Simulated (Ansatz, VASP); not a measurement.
Two plane-wave programs on Ga

The input INCAR:

```
SYSTEM = Ga
PREC = Accurate
ENCUT = 520
EDIFF = 1E-8
ISMEAR = -1
SIGMA = 0.05
LREAL = .FALSE.
LASPH = .TRUE.
NELM = 80
ALGO = Normal
ISIF = 2
LWAVE = .FALSE.
LCHARG = .FALSE.
GGA = PE
LEFG = .TRUE.
NBANDS = 34
```

File KPOINTS:

```
Automatic mesh
0
G
  9 9 8
  0 0 0
```

File POSCAR:

```
Ga
1.0
    2.2248685607     -3.7707396132      0.0000000000
    2.2248685607      3.7707396132      0.0000000000
    0.0000000000      0.0000000000      4.4556560304
Ga
4
Direct
    0.1525000000      0.8475000000      0.0785000000
    0.6525000000      0.3475000000      0.4215000000
    0.8475000000      0.1525000000      0.9215000000
    0.3475000000      0.6525000000      0.5785000000
```

Input for Ansatz:

```yaml
crystal:
  lattice:
    - [2.2248685607, -3.7707396132, 0.0]
    - [2.2248685607, 3.7707396132, 0.0]
    - [0.0, 0.0, 4.4556560304]
  atoms:
    - { symbol: Ga, position: [0.1525, 0.8475, 0.0785] }
    - { symbol: Ga, position: [0.6525, 0.3475, 0.4215] }
    - { symbol: Ga, position: [0.8475, 0.1525, 0.9215] }
    - { symbol: Ga, position: [0.3475, 0.6525, 0.5785] }
kpoints:
  mp_grid: { grid: [9, 9, 8] }
scf:
  occupations: { method: fermi_dirac, width: 0.05 }
hamiltonian:
  xc: pbe
  pseudopotentials: { kind: paw }
output:
  forces: true
  stress: true
  eigenvalues: true
  efg: { contact_densities: true }
  write_density: true
  write_potential: true
  elf: true
  volumetric_format: npy
```

Change from the starting cell: volume scaled by 0.96, PAW files.

Alike in both runs: task electric field gradients; functional PBE; k mesh 9 × 9 × 8; occupations fermi-dirac, width 0.05 eV; no spin polarisation.

```csv
,VASP,Ansatz
version,VASP 6.6.1,Ansatz 0.2.0
potentials or method,"VASP PAW PBE potentials, release 64 (Ga_d)","PAW with Ansatz's default frozen-core files, scalar-relativistic"
plane-wave cutoff (eV),520,420
valence electrons in the cell,52,52
```

```tsv
	VASP	Ansatz	Ansatz less VASP
pressure (GPa)	5.2	5.0	-0.17
traceless stress, the component that is largest in VASP (GPa)	2.10	2.08	-0.020
rms of the force components (eV/Å)	0.267	0.268	+0.0016
size of Vzz on the site where it differs most (V/Å²)	54.5	56.9	+2.44
```

Atom by atom the forces differ by 0.002 eV/Å (rms over components). The functional is the same, so the differences come from potentials, cutoffs and numerics.
